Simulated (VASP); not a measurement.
Set up this calculation in VASP 6.6.1, as the native input.

```yaml
Task: relaxation of cell and atoms
Functional: LDA
Potentials_or_basis: VASP PAW LDA potentials, release 64 (P)
Cutoff: 600 eV
k_mesh: 10 × 10 × 10
Occupations: gaussian, width 0.1 eV
Spin: no spin polarisation
Dipole_correction: no
Further_INCAR_settings: ALGO = Normal; EDIFF = 1e-06; IBRION = 2; EDIFFG = -0.005; NSW = 100; ISIF = 3
```

The structure of P lies in POSCAR:

```
P
1.0
    4.2729048574      0.0000000000      0.0000000000
    0.0000000000      4.2729048574      0.0000000000
    0.0000000000      0.0000000000      4.3780000000
P
1
Direct
    0.0000000000      0.0000000000      0.0000000000
```

The input as run:

INCAR

```
SYSTEM = P
PREC = Accurate
ENCUT = 600
EDIFF = 1E-6
ISMEAR = 0
SIGMA = 0.1
LREAL = .FALSE.
LASPH = .TRUE.
NELM = 60
ALGO = Normal
ISIF = 3
LWAVE = .FALSE.
LCHARG = .FALSE.
IBRION = 2
NSW = 100
EDIFFG = -0.005
```

KPOINTS

```
Automatic mesh
0
G
  10 10 10
  0 0 0
```

Potentials or basis: VASP PAW LDA potentials, release 64 (P).

Command:

```console
$ cat potpaw_LDA.64/P/POTCAR > POTCAR
$ mpirun -np 1 vasp_std > vasp.out
```

It gave:

```json
{
 "Relaxed volume": "13.99 Å³/atom",
 "Relaxed cell": "a = 2.410 Å, b = 2.410 Å, c = 2.410 Å, α = 90.00°, β = 90.00°, γ = 90.00°",
 "Space group after relaxing (to 0.1 Å)": "Pm-3m (No. 221)",
 "Pressure after relaxing": "0.0 GPa",
 "Band gap on the k mesh": "zero (an odd number of electrons rules out a gap without spin polarisation)"
}
```

Caveat: the volume moved by over 15 % at a fixed basis, so the end points are rough.

Wall time 4 min on 1 thread of Intel(R) Xeon(R) Platinum 8488C (Sapphire Rapids), with other jobs on the host, peak memory 0.25 GiB.
